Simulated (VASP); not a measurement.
Here is a VASP 6.6.1 calculation.

Contents of POSCAR:

```
LiF
1.0
    0.0000000000      2.1446105498      2.1446105498
    2.1094389368      0.0000000000      2.1446105498
    2.1094389368      2.1446105498      0.0000000000
Li F
1 1
Direct
    0.0000000000      0.0000000000      0.0000000000
    0.2500000000      0.2500000000      0.2500000000
```

The input INCAR.step1:

```
SYSTEM = LiF
PREC = Accurate
ENCUT = 520
ISMEAR = 0
SIGMA = 0.01
LREAL = .False.
LASPH = .True.
NELM = 100
NBANDS = 12
GGA = PE
ALGO = Normal
EDIFF = 1E-4
LWAVE = .True.
LCHARG = .False.
```

INCAR.step2

```
SYSTEM = LiF
PREC = Accurate
ENCUT = 520
EDIFF = 1E-6
ISMEAR = 0
SIGMA = 0.01
LREAL = .False.
LASPH = .True.
NELM = 100
ALGO = Normal
ISIF = 2
LWAVE = .False.
LCHARG = .False.
METAGGA = R2SCAN
LMIXTAU = .True.
NBANDS = 12
ISTART = 1
```

File KPOINTS:

```
Automatic mesh
0
Gamma
  10 10 10
  0 0 0
```

Potentials or basis: VASP PAW PBE potentials, release 64 (Li_sv, F).

The run is started by

```console
$ cat potpaw_PBE.64/Li_sv/POTCAR potpaw_PBE.64/F/POTCAR > POTCAR
$ cp INCAR.step1 INCAR
$ mpirun -np 1 vasp_std > vasp.out
$ cp INCAR.step2 INCAR
$ mpirun -np 1 vasp_std > vasp.out
```

(1) Predict the band gap on the k mesh.

Results:

(1) 8.83 eV, direct.

Caveat: the cell differs from its parent crystal (uniaxial x strain -1.6%).
